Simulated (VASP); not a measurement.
AgBr, 2 atoms in the cell. The structure is cubic, space group Fm-3m (No. 225). The conventional cell has a = 5.786 Å, b = 5.786 Å, c = 5.786 Å, α = 90.00°, β = 90.00°, γ = 90.00°. Within 3.8 Å of Ag (site symmetry m-3m) lie 6 Br at 2.89 Å. Within 3.8 Å of Br (site symmetry m-3m) lie 6 Ag at 2.89 Å. 

- Program: VASP 6.6.1
- Task: single point
- Functional: r2SCAN
- Potentials or basis: VASP PAW PBE potentials, release 64 (Ag, Br)
- Cutoff: 550 eV
- k mesh: 8 × 8 × 8
- Occupations: gaussian, width 0.01 eV
- Spin: no spin polarisation
- Dipole correction: no
- Further INCAR settings: ALGO = Normal; EDIFF = 1e-06; NBANDS = 16

Potentials or basis: VASP PAW PBE potentials, release 64 (Ag, Br).

Launch:

```console
$ cat potpaw_PBE.64/Ag/POTCAR potpaw_PBE.64/Br/POTCAR > POTCAR
$ cp INCAR.step1 INCAR
$ mpirun -np 1 vasp_std > vasp.out
$ cp INCAR.step2 INCAR
$ mpirun -np 1 vasp_std > vasp.out
```

Hardware: 1 thread of Intel(R) Xeon(R) Platinum 8488C (Sapphire Rapids) (shared host).

Question: Estimate the wall time of this run.

Answer: Wall time 74 s on 1 thread of Intel(R) Xeon(R) Platinum 8488C (Sapphire Rapids) (shared host), peak memory 0.19 GiB. Counts: k points 29.
